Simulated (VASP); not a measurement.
# KTeO3 (Pm-3m) in VASP: relaxation of cell and atoms with LDA

Aim: the relaxation of cell and atoms of KTeO3 with LDA.

Everything below comes from runs of VASP 6.6.1. Logs are shortened: lines on timing, memory, paths and dates and some standing lists are left out, and cuts for length are marked.

**1. The cell of the first run**

Symmetry: Pm-3m, No. 221, cubic system. Conventional cell: a = 4.380 Å, b = 4.380 Å, c = 4.380 Å, α = 90.00°, β = 90.00°, γ = 90.00°. Within 4.1 Å of K (site symmetry m-3m) lie 12 O at 3.10 Å and 8 Te at 3.79 Å. Within 2.9 Å of Te (site symmetry m-3m) lie 6 O at 2.19 Å. Within 2.9 Å of O (site symmetry 4/mmm) lie 2 Te at 2.19 Å.

**2. Relaxation of cell and atoms, LDA**

Input file INCAR:

```
SYSTEM = KTeO3
PREC = Accurate
ENCUT = 600
EDIFF = 1E-6
ISMEAR = -1
SIGMA = 0.1
LREAL = .FALSE.
LASPH = .TRUE.
NELM = 60
ALGO = Normal
ISIF = 3
LWAVE = .FALSE.
LCHARG = .FALSE.
GGA = CA
IBRION = 2
NSW = 80
EDIFFG = -0.01
```

Input file KPOINTS:

```
Automatic mesh
0
G
  4 4 4
  0 0 0
```

Input file POSCAR:

```
KTeO3
1.0
    4.3800000000      0.0000000000      0.0000000000
    0.0000000000      4.3800000000      0.0000000000
    0.0000000000      0.0000000000      4.3800000000
K Te O
1 1 3
Direct
    0.0000000000      0.0000000000      0.0000000000
    0.5000000000      0.5000000000      0.5000000000
    0.5000000000      0.5000000000      0.0000000000
    0.0000000000      0.5000000000      0.5000000000
    0.5000000000      0.0000000000      0.5000000000
```

Potentials or basis: VASP PAW LDA potentials, release 64 (K_sv, Te, O).

On the command line:

```bash
$ cat potpaw_LDA.64/K_sv/POTCAR potpaw_LDA.64/Te/POTCAR potpaw_LDA.64/O/POTCAR > POTCAR
$ mpirun -np 1 vasp_std > vasp.out
```

OUTCAR:

```text
SYSTEM = KTeO3
   PREC = Accurate
   ENCUT = 600
   EDIFF = 1E-6
   ISMEAR = -1
   LREAL = .FALSE.
   LASPH = .TRUE.
   NELM = 60
   ISIF = 3
   GGA = CA
   IBRION = 2
   NSW = 80
   EDIFFG = -0.01

 ion  position               nearest neighbor table
   1  0.000  0.000  0.000-
   2  0.500  0.500  0.500-   3 2.19   4 2.19   5 2.19   3 2.19   5 2.19   4 2.19
   3  0.500  0.500  0.000-   2 2.19   2 2.19
   4  0.000  0.500  0.500-   2 2.19   2 2.19
   5  0.500  0.000  0.500-   2 2.19   2 2.19

  LATTYP: Found a simple cubic cell.
 ALAT       =     4.3800000000

  Lattice vectors:

 A1 = (   4.3800000000,   0.0000000000,   0.0000000000)
 A2 = (   0.0000000000,   4.3800000000,   0.0000000000)
 A3 = (   0.0000000000,   0.0000000000,   4.3800000000)

Analysis of symmetry for initial positions (statically):
=====================================================================
 Subroutine PRICEL returns:
 Original cell was already a primitive cell.

 Routine SETGRP: Setting up the symmetry group for a
 simple cubic supercell.

 Subroutine GETGRP returns: Found 48 space group operations
 (whereof 48 operations were pure point group operations)
 out of a pool of 48 trial point group operations.

The static configuration has the point symmetry O_h .

Analysis of symmetry for dynamics (positions and initial velocities):
=====================================================================
 Subroutine PRICEL returns:
 Original cell was already a primitive cell.

 Routine SETGRP: Setting up the symmetry group for a
 simple cubic supercell.

 Subroutine GETGRP returns: Found 48 space group operations
 (whereof 48 operations were pure point group operations)
 out of a pool of 48 trial point group operations.

The dynamic configuration has the point symmetry O_h .

 Subroutine INISYM returns: Found 48 space group operations
 (whereof 48 operations are pure point group operations),
 and found     1 'primitive' translations

----------------------------------------------------------------------------------------

                                     Primitive cell

  volume of cell :      84.0277

  direct lattice vectors                    reciprocal lattice vectors
     4.380000000  0.000000000  0.000000000     0.228310502  0.000000000  0.000000000
     0.000000000  4.380000000  0.000000000     0.000000000  0.228310502  0.000000000
     0.000000000  0.000000000  4.380000000     0.000000000  0.000000000  0.228310502

  length of vectors
     4.380000000  4.380000000  4.380000000     0.228310502  0.228310502  0.228310502

  position of ions in fractional coordinates (direct lattice)
     0.000000000  0.000000000  0.000000000
[... 54 lines left out ...]
   dimension x,y,z NGX =    36 NGY =   36 NGZ =   36
   dimension x,y,z NGXF=    72 NGYF=   72 NGZF=   72
   ions per type =               1   1   3
   NGX,Y,Z   is equivalent  to a cutoff of  13.66, 13.66, 13.66 a.u.
   NGXF,Y,Z  is equivalent  to a cutoff of  27.33, 27.33, 27.33 a.u.
 SYSTEM =  KTeO3
   PREC   = accura    normal or accurate (medium, high low for compatibility)
   ISTART =      0    job   : 0-new  1-cont  2-samecut
   ICHARG =      2    charge: 1-file 2-atom 10-const
   ISPIN  =      1    spin polarized calculation?
   LNONCOLLINEAR =      F non collinear calculations
   LSORBIT =      F    spin-orbit coupling
   LASPH  =      T    aspherical Exc in radial PAW
   ENCUT  =  600.0 eV  44.10 Ry    6.64 a.u.   8.75  8.75  8.75*2*pi/ulx,y,z
   NELM   =     60;   NELMIN=  2; NELMDL= -5     # of ELM steps
   EDIFF  = 0.1E-05   stopping-criterion for ELM
   LREAL  =      F    real-space projection
   EDIFFG = -.1E-01   stopping-criterion for IOM
   NSW    =     80    number of steps for IOM
   IBRION =      2    ionic relax: 0-MD 1-quasi-New 2-CG
   NFREE  =      1    steps in history (QN), initial steepest desc. (CG)
   ISIF   =      3    stress and relaxation
   ISYM   =      2    0-nonsym 1-usesym 2-fastsym
   POTIM  = 0.5000    time-step for ionic-motion
   TEBEG  =    0.0;   TEEND  =   0.0 temperature during run
   PSTRESS=    0.0 pullay stress
   NELECT =      33.0000    total number of electrons
   NUPDOWN=      -1.0000    fix difference up-down
   EMIN   =  10.00;   EMAX   =-10.00  energy-range for DOS
   EFERMI =   0.00;   METHOD = LEGACY
   ISMEAR =    -1;   SIGMA  =   0.10  broadening in eV -4-tet -1-fermi 0-gaus
   EFERMI_NEDOS =   21; number of points for ismear=-14 and -15
   IALGO  =     38    algorithm
   IMIX   =      4    mixing-type and parameters
     AMIX     =   0.40;   BMIX     =  1.00
     AMIX_MAG =   1.60;   BMIX_MAG =  1.00
  volume/ion in A,a.u.               =      16.81       113.41
  Fermi-wavevector in a.u.,A,eV,Ry     =   1.198870  2.265535 19.555502  1.437289
  Thomas-Fermi vector in A             =   2.334747
   LORBIT       =      0    0 simple, 1 ext, 2 COOP (PROOUT), +10 PAW based schemes
   GGA     = CA    functional components
   LHFCALC =     F    Hartree Fock is set to
   AEXX    =    0.0000 exact exchange contribution
   IVDW    =     0    specifies the selected vdW correction
   LEPSILON=     F    determine dielectric tensor
   LRPA    =     F    only Hartree local field effects (RPA)
 conjugate gradient relaxation of ions
 non-spin polarized calculation
  energy-cutoff  :      600.00
  volume of cell :       84.03
 maximum number of plane-waves:      2832
 NGX is ok and might be reduce to    36
   NGX = 17   NGY = 17   NGZ = 17

--------------------------------------- Ionic step        1  -------------------------------------------

 number of electron      32.9999980 magnetization

 Free energy of the ion-electron system (eV)
  ---------------------------------------------------
  ext. energy  EPLUGINS =         0.00000000
  ---------------------------------------------------
  free energy    TOTEN  =       -27.53665113 eV

  energy without entropy =      -27.48228999  energy(sigma->0) =      -27.50947056

 E-fermi :   1.6754     XC(G=0):  -9.9612

 val. band max:        1.5014534453   @ k =   0.5000   0.5000   0.5000
 cond. band min:       1.7871296726   @ k =   0.5000   0.2500   0.0000
 fundamental gap:      0.2856762273
 Fermi energy:         1.6753531690

 k-point     1 :       0.0000    0.0000    0.0000
  band No.  band energies     occupation
      1     -25.5633      2.00000
      2     -16.2214      2.00000
      3     -14.0311      2.00000
      4     -14.0311      2.00000
      5      -9.3095      2.00000
      6      -9.3095      2.00000
[... 296 lines left out ...]
--------------------------------------- Ionic step        3  -------------------------------------------

 number of electron      32.9999992 magnetization

 Free energy of the ion-electron system (eV)
  ---------------------------------------------------
  ext. energy  EPLUGINS =         0.00000000
  ---------------------------------------------------
  free energy    TOTEN  =       -29.05889973 eV

  energy without entropy =      -29.03925118  energy(sigma->0) =      -29.04907545

 E-fermi :   5.4500     XC(G=0): -11.1263

 val. band max:        5.0232787633   @ k =   0.5000   0.0000   0.0000
 cond. band min:       5.6184106274   @ k =   0.5000   0.2500   0.0000
 fundamental gap:      0.5951318641
 Fermi energy:         5.4500075321

 k-point     1 :       0.0000    0.0000    0.0000
  band No.  band energies     occupation
      1     -23.2102      2.00000
      2     -15.6663      2.00000
      3     -12.3434      2.00000
      4     -12.3434      2.00000
      5      -7.0669      2.00000
      6      -7.0669      2.00000
[... 251 lines left out ...]
  FREE ENERGIE OF THE ION-ELECTRON SYSTEM (eV)
  ---------------------------------------------------
  free  energy   TOTEN  =       -29.0588997311 eV

  energy  without entropy=      -29.0392511785  energy(sigma->0) =      -29.04907545

 reached required accuracy - stopping structural energy minimisation
```

OSZICAR:

```text
N       E                     dE             d eps       ncg     rms          rms(c)
DAV:   1     0.267581059015E+03    0.26758E+03   -0.17408E+04   400   0.170E+03
DAV:   2    -0.144623200894E+02   -0.28204E+03   -0.27387E+03   564   0.388E+02
DAV:   3    -0.322959936025E+02   -0.17834E+02   -0.17685E+02   480   0.950E+01
[... 32 lines left out ...]
DAV:   6    -0.290589084389E+02   -0.62779E-03   -0.16384E-03   652   0.310E-01    0.347E-01
DAV:   7    -0.290589006091E+02    0.78298E-05   -0.12631E-04   492   0.886E-02    0.108E-01
DAV:   8    -0.290588984000E+02    0.22091E-05   -0.12980E-05   580   0.284E-02    0.127E-01
DAV:   9    -0.290588997482E+02   -0.13482E-05   -0.19406E-06   344   0.122E-02    0.174E-02
DAV:  10    -0.290588997311E+02    0.17103E-07   -0.13288E-07   232   0.338E-03
   3 F= -.29058900E+02 E0= -.29049075E+02  d E =-.152225E+01
```

CONTCAR:

```text
KTeO3
   1.00000000000000
     4.0374191503713899    0.0000000000000000    0.0000000000000000
     0.0000000000000000    4.0374191503713899    0.0000000000000000
    -0.0000000000000000    0.0000000000000000    4.0374191503713899
  K               Te              O
     1     1     3
Direct
     0.0000000000000000    0.0000000000000000    0.0000000000000000
     0.5000000000000000    0.5000000000000000    0.5000000000000000
     0.5000000000000000    0.5000000000000000    0.0000000000000000
     0.0000000000000000    0.5000000000000000    0.5000000000000000
     0.5000000000000000    0.0000000000000000    0.5000000000000000

  0.00000000E+00  0.00000000E+00  0.00000000E+00
  0.00000000E+00  0.00000000E+00  0.00000000E+00
  0.00000000E+00  0.00000000E+00  0.00000000E+00
  0.00000000E+00  0.00000000E+00  0.00000000E+00
  0.00000000E+00  0.00000000E+00  0.00000000E+00
```

Wall time 29 s (1 thread of AMD EPYC 9R45 (Zen 5), shared host); peak memory 0.16 GiB.

What came out:

```
Free energy                           : -29.0589 eV
Relaxed volume                        : 13.16 Å³/atom
Relaxed cell                          : a = 4.037 Å, b = 4.037 Å, c = 4.037 Å, α = 90.00°, β = 90.00°, γ = 90.00°
Space group after relaxing (to 0.1 Å) : Pm-3m (No. 221)
Energy gained by relaxing             : 304.4 meV/atom
Ionic steps                           : 3
Pressure after relaxing               : 0.0 GPa
Band gap on the k mesh                : zero (an odd number of electrons rules out a gap without spin polarisation)
```

The path:
| step | energy change (eV) | largest force (eV/Å) | pressure (GPa) | volume (Å³) |
| --- | --- | --- | --- | --- |
| 1 | 0.0000 | 0.0000 | -20.30 | 84.03 |
| 2 | -1.2886 | 0.0000 | 15.83 | 60.70 |
| 3 | -1.5222 | 0.0000 | 0.01 | 65.81 |

Final structure:
```
K Te O
1.0
     4.03742    0.00000    0.00000
     0.00000    4.03742    0.00000
     0.00000    0.00000    4.03742
K Te O
1 1 3
Direct
  0.00000 0.00000 0.00000
  0.50000 0.50000 0.50000
  0.50000 0.50000 0.00000
  0.00000 0.50000 0.50000
  0.50000 0.00000 0.50000
```

Levels at points of the mesh, in eV from the Fermi level:
```
           k point  band 14  band 15  band 16  band 17  band 18  band 19
(0.00, 0.00, 0.00)    -2.98    -2.95    -2.95    -2.95     5.04     5.93
(0.50, 0.00, 0.00)    -3.35    -3.15    -3.15    -0.43     4.54     7.12
(0.50, 0.50, 0.00)    -3.62    -3.62    -1.93     1.89     3.27     3.27
(0.50, 0.50, 0.50)    -1.89    -1.89    -1.89     1.73     1.73     1.73
```

Caveat: the volume moved by over 15 % at a fixed basis, so the end points are rough; spin-orbit coupling is left out, which moves the levels of the heavy elements; an odd number of electrons without spin polarisation forces a metal; a magnetic or distorted state may lie lower.
